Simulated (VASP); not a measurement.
Here is a VASP 6.6.1 calculation.

Contents of INCAR:

```
SYSTEM = LaMg
ALGO = Normal
EDIFF = 1E-6
ENCUT = 600
GGA_COMPAT = .False.
ISIF = 2
ISMEAR = -1
LASPH = .True.
LCHARG = .False.
LMAXMIX = 6
LREAL = .False.
LWAVE = .False.
NBANDS = 14
NELM = 200
PREC = Accurate
SIGMA = 0.05
```

KPOINTS

```
k-points
0
Gamma
  7 7 7
  0 0 0
```

File POSCAR:

```
LaMg
1.0
    3.9650000000      0.0000000000      0.0000000000
    0.0000000000      3.9650000000      0.0000000000
    0.0000000000      0.0000000000      3.9650000000
La Mg
1 1
Direct
    0.5000000000      0.5000000000      0.5000000000
    0.0000000000      0.0000000000      0.0000000000
```

Potentials or basis: VASP PAW LDA potentials, release 64 (La, Mg).

Launch:

```bash
$ cat potpaw_LDA.64/La/POTCAR potpaw_LDA.64/Mg/POTCAR > POTCAR
$ mpirun -np 1 vasp_std > vasp.out
```

Question: Predict the pressure.

Answer: -2.8 GPa.
